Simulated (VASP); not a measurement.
**IrRh5: single point with PBE**

The system is IrRh5.

```
CELL_PARAMETERS angstrom
2.67162 0.00000 0.00000
-1.33581 2.31369 0.00000
0.00000 0.00000 12.93112
ATOMIC_POSITIONS crystal
Ir 0.66667 0.33333 0.50000
Rh 0.33333 0.66667 0.66735
Rh 0.33333 0.66667 0.00000
Rh 0.33333 0.66667 0.33265
Rh 0.66667 0.33333 0.83430
Rh 0.66667 0.33333 0.16570
```

```
Program                : VASP 6.6.1
Task                   : single point
Functional             : PBE
Potentials or basis    : VASP PAW PBE potentials, release 64 (Ir, Rh_pv)
Cutoff                 : 520 eV
k mesh                 : 18 × 18 × 4
Occupations            : gaussian, width 0.1 eV
Spin                   : no spin polarisation
Dipole correction      : no
Further INCAR settings : ALGO = Fast; EDIFF = 1e-07; NBANDS = 51
```

- Pressure: 19.7 GPa
- Largest force: 0.027 eV/Å
- Band gap on the k mesh: zero (bands 42 and 43 overlap by 2.36 eV)

Forces in eV/Å, atoms in the order of the input:
```
Ir   0.000  0.000  0.000
Rh   0.000  0.000  0.027
Rh   0.000  0.000  0.000
Rh   0.000  0.000 -0.027
Rh   0.000  0.000 -0.004
Rh   0.000  0.000  0.004
```

Levels at points of the mesh, in eV from the Fermi level:
| k point | band 38 | band 39 | band 40 | band 41 | band 42 | band 43 | band 44 | band 45 |
| --- | --- | --- | --- | --- | --- | --- | --- | --- |
| (0.00, 0.00, 0.00) | -2.33 | -2.13 | -2.13 | -1.15 | -1.15 | -1.12 | -1.12 | -0.09 |
| (0.50, 0.00, 0.00) | 0.52 | 0.57 | 0.64 | 0.66 | 0.67 | 0.73 | 0.74 | 1.30 |
| (0.00, 0.00, 0.50) | -1.82 | -1.82 | -1.78 | -1.78 | -0.72 | -0.54 | -0.54 | -0.41 |
| (0.50, 0.00, 0.50) | 0.18 | 0.24 | 0.53 | 0.56 | 0.58 | 0.67 | 0.73 | 1.30 |

Wall time 4.2 min on 1 thread of Intel(R) Xeon(R) 6975P-C (Granite Rapids) (shared host), peak memory 0.44 GiB.

Caveat: the cell stands under pressure; spin-orbit coupling is left out, which moves the levels of the heavy elements.
